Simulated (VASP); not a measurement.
Input of a VASP 6.6.1 run:

File INCAR:

```
PREC = Accurate
ENCUT = 520
EDIFF = 1E-7
ISMEAR = -1
SIGMA = 0.1
LREAL = F
LASPH = T
NELM = 80
ALGO = Normal
ISIF = 2
LWAVE = F
LCHARG = F
GGA = RE
NBANDS = 28
```

The input KPOINTS:

```
regular mesh
0
Gamma
  15 15 4
```

File POSCAR:

```
Pt
1.0
    2.8749231671      0.0000000000      0.0000000000
   -1.4374615836      2.4897564967      0.0000000000
    0.0000000000      0.0000000000      9.6017828563
Pt
4
Direct
    1.0000000000      1.0000000000      0.0000000000
    1.0000000000      1.0000000000      0.5000000000
    0.3333333333      0.6666666667      0.2500000000
    0.6666666667      0.3333333333      0.7500000000
```

Potentials or basis: VASP PAW PBE potentials, release 64 (Pt).

Launch:

```sh
$ cat potpaw_PBE.64/Pt/POTCAR > POTCAR
$ mpirun -np 1 vasp_std > vasp.out
```

(1) Predict the band gap on the k mesh.

(2) Predict the pressure.

Results:

(1) zero (band 20 reaches 9.28 eV, above the bottom of band 21 at 8.21 eV).

(2) -14.7 GPa.

Caveat: the PAW data sets were made with another functional, which shifts forces and pressure a little; spin-orbit coupling is left out, which moves the levels of the heavy elements.
